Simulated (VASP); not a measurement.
Fe5Co:

```
Fe Co
1.0
     4.16036    0.00000    0.00000
    -2.08018    3.60298    0.00000
     0.00000    0.00000    4.47730
Fe Co
5 1
Direct
  0.66667 0.33333 0.00000
  0.33333 0.66667 0.00000
  0.33333 0.00000 0.50000
  0.00000 0.33333 0.50000
  0.66667 0.66667 0.50000
  0.00000 0.00000 0.00000
```

```yaml
Program: VASP 6.6.1
Task: relaxation of cell and atoms
Functional: PBE
Potentials_or_basis: VASP PAW PBE potentials, release 64 (Fe, Co)
Cutoff: 600 eV
k_mesh: 6 × 6 × 4
Occupations: gaussian, width 0.1 eV
Spin: collinear spin, ferromagnetic start
Starting_moments: "[4.0, 4.0, 4.0, 4.0, 4.0, 3.0] μB"
```

At the start: pressure 11.3 GPa; volume 11.19 Å³/atom.

Q: How do energy, volume and symmetry change on relaxing?

A: Over 5 steps the energy falls by 52.1 meV/atom and the volume is 11.84 Å³/atom (+5.8 %); space group P-62m (No. 189, to 0.1 Å) before and after; moment 14.58 μB per cell.

The path:
```
step  energy change (eV)  largest force (eV/Å)  pressure (GPa)  volume (Å³)
   1              0.0000                0.0563           11.31        67.11
   2             -0.2041                0.0012           -8.71        74.95
   3             -0.2881                0.0125           -1.73        72.01
   4             -0.2885                0.0117           -2.18        72.20
   5             -0.3124                0.0093            0.29        71.01
```

Final structure:
```
Fe Co
1.0
     4.33620    0.00000    0.00000
    -2.16810    3.75526    0.00000
     0.00000    0.00000    4.36111
Fe Co
5 1
Cartesian
  2.1681 1.2518 4.3611
  0.0000 2.5035 0.0000
  -0.7253 3.7553 2.1806
  -0.7214 1.2495 2.1806
  1.4467 2.5057 2.1806
  0.0000 0.0000 0.0000
```
